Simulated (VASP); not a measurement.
CoSi3, 4 atoms in the cell. It takes space group Fm-3m (No. 225, cubic). Conventional cell: a = 5.897 Å, b = 5.897 Å, c = 5.897 Å, α = 90.00°, β = 90.00°, γ = 90.00°. Within 3.4 Å of Si (site symmetry -43m) lie 10 Si at 2.55 to 2.95 Å and 4 Co at 2.55 Å. Within 3.4 Å of Si (site symmetry m-3m) lie 8 Si at 2.55 Å and 6 Co at 2.95 Å. Co (site symmetry m-3m) has 14 Si at 2.55 to 2.95 Å within 3.4 Å. 

| Item | Value |
| --- | --- |
| Program | VASP 6.6.1 |
| Task | single point |
| Functional | PBE |
| Potentials or basis | VASP PAW PBE potentials, release 64 (Si, Co) |
| Cutoff | 520 eV |
| k mesh | 12 × 12 × 12 |
| Occupations | gaussian, width 0.1 eV |
| Spin | collinear spin, ferromagnetic start |
| Starting moments | [0.0, 0.0, 0.02, 0.42] μB |
| Fixed moment | 0.38 μB |
| Dipole correction | no |
| Further INCAR settings | ALGO = Normal; EDIFF = 1e-06; NBANDS = 22 |

Potentials or basis: VASP PAW PBE potentials, release 64 (Si, Co).

Command:

```bash
$ cat potpaw_PBE.64/Si/POTCAR potpaw_PBE.64/Co/POTCAR > POTCAR
$ mpirun -np 1 vasp_std > vasp.out
```

Hardware: 1 thread of Intel Xeon 8259CL (shared host).

Q: Estimate the wall time of this run.

A: Wall time 3.6 min on 1 thread of Intel Xeon 8259CL, with other jobs on the host, peak memory 0.28 GiB. Counts: scf iterations 16, k points 72.
